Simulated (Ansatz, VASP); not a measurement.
## Two plane-wave programs on KCdCO3F

Contents of INCAR:

```
PREC = Accurate
ENCUT = 600
EDIFF = 1E-7
ISMEAR = 0
SIGMA = 0.02
LREAL = F
LASPH = T
NELM = 100
ALGO = Normal
ISIF = 3
LWAVE = F
LCHARG = F
GGA = PS
IBRION = 2
NSW = 70
EDIFFG = -0.005
```

KPOINTS

```
regular mesh
0
Gamma
  6 6 6
```

File POSCAR:

```
KCdCO3F
1.0
    5.1337856221      0.0000000000      0.0000000000
   -2.5668928111      4.4459887663      0.0000000000
    0.0000000000      0.0000000000      4.4871737454
K Cd C O F
1 1 1 3 1
Direct
    0.0000000000      0.0000000000      0.0000000000
    0.6666666667      0.3333333333      0.5000000000
    0.3333333333      0.6666666667      0.5000000000
    0.1879041669      0.3758083338      0.5000000000
    0.1879041669      0.8120958331      0.5000000000
    0.6241916662      0.8120958331      0.5000000000
    0.6666666667      0.3333333333      0.0000000000
```

Input for Ansatz:

```yaml
crystal:
  lattice:
    - [5.1337856221, 0.0, 0.0]
    - [-2.5668928111, 4.4459887663, 0.0]
    - [0.0, 0.0, 4.4871737454]
  atoms:
    - { symbol: K, position: [0.0, 0.0, 0.0] }
    - { symbol: Cd, position: [0.6666666667, 0.3333333333, 0.5] }
    - { symbol: C, position: [0.3333333333, 0.6666666667, 0.5] }
    - { symbol: O, position: [0.1879041669, 0.3758083338, 0.5] }
    - { symbol: O, position: [0.1879041669, 0.8120958331, 0.5] }
    - { symbol: O, position: [0.6241916662, 0.8120958331, 0.5] }
    - { symbol: F, position: [0.6666666667, 0.3333333333, 0.0] }
basis:
  ecutwfc: 420
kpoints:
  mp_grid: { grid: [6, 6, 6] }
hamiltonian:
  xc: pbesol
scf:
  occupations: { method: gaussian, width: 0.02 }
output:
  forces: true
  stress: true
  eigenvalues: true
relax:
  adjacent_minimum: "off"
  f_tol: 0.005
  max_steps: 50
  cell: { stress_tol: 0.05 }
```

Alike in both runs: task relaxation of cell and atoms; functional PBEsol; k mesh 6 × 6 × 6; occupations gaussian, width 0.02 eV; no spin polarisation.

```csv
,VASP,Ansatz
version,VASP 6.6.1,Ansatz 0.2.0
potentials or method,"VASP PAW PBE potentials, release 64 (K_sv, Cd, C, O, F), cutoff 600 eV","scalar-relativistic, plane waves, PAW"
valence electrons in the cell,50,58
```

VASP gave:

* gap on the k mesh at the Fermi level, each at its own relaxed structure (eV): 1.88
* relaxed volume (Å³/atom): 13.91
* relaxed cell length with the largest relative difference (Å): 4.427

Q: What did Ansatz give for the same quantities?

A: gap on the k mesh at the Fermi level, each at its own relaxed structure (eV): 1.92; relaxed volume (Å³/atom): 13.87; relaxed cell length with the largest relative difference (Å): 4.415.

VASP's potentials were made for PBE, not for PBEsol. VASP's potentials hold 50 valence electrons a cell and Ansatz's 58, so a difference there can come from the potentials and not from the codes.
